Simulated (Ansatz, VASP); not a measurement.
## Two plane-wave programs on BN

INCAR

```
SYSTEM = BN
  ALGO = Normal
  EDIFF = 1E-6
  ENCUT = 520
  GGA = PS
  ISIF = 2
  ISMEAR = 0
  LASPH = .True.
  LCHARG = .True.
  LELF = .True.
  LREAL = .False.
  LVHAR = .True.
  LWAVE = .False.
  NBANDS = 11
  NELM = 60
  PREC = Accurate
  SIGMA = 0.05
```

KPOINTS

```
k-points
0
Gamma
  12 12 12
  0 0 0
```

POSCAR

```
BN
1.0
    0.0000000000      3.4953158300      2.1660912400
    1.2516321000      0.0000000000      2.1660912400
    1.2516321000      3.4953158300      0.0000000000
B N
1 1
Direct
   -0.0461174570     -0.0461174570      1.0461174570
    0.6666513400      0.6666513400      0.3333486600
```

Input for Ansatz:

```yaml
crystal:
  lattice:
    - [0.0, 3.49531583, 2.16609124]
    - [1.2516321, 0.0, 2.16609124]
    - [1.2516321, 3.49531583, 0.0]
  atoms:
    - { symbol: B, position: [-0.046117457, -0.046117457, 1.046117457] }
    - { symbol: "N", position: [0.66665134, 0.66665134, 0.33334866] }
basis:
  ecutwfc: 420
kpoints:
  mp_grid: { grid: [12, 12, 12] }
hamiltonian:
  xc: pbesol
scf:
  occupations: { method: gaussian, width: 0.05 }
output:
  forces: true
  stress: true
  eigenvalues: true
```

Alike in both runs: task single point; functional PBEsol; k mesh 12 × 12 × 12; occupations gaussian, width 0.05 eV; no spin polarisation.

```csv
,VASP,Ansatz
version,VASP 6.6.1,Ansatz 0.2.0
potentials or method,"VASP PAW PBE potentials, release 64 (B, N), cutoff 520 eV","scalar-relativistic, plane waves, PAW"
valence electrons in the cell,8,8
```

|  | VASP | Ansatz | Ansatz less VASP |
| --- | --- | --- | --- |
| gap on the k mesh at the Fermi level (eV) | 1.99 | 2.00 | +0.014 |
| least direct gap on the mesh (eV) | 3.70 | 3.71 | +0.012 |
| pressure (GPa) | 19.1 | 18.9 | -0.21 |
| traceless stress, the component that is largest in VASP (GPa) | 44.84 | 44.38 | -0.463 |
| rms of the force components (eV/Å) | 6.802 | 6.782 | -0.0196 |

VASP's potentials were made for PBE, not for PBEsol. Atom by atom the forces differ by 0.020 eV/Å (rms over components).
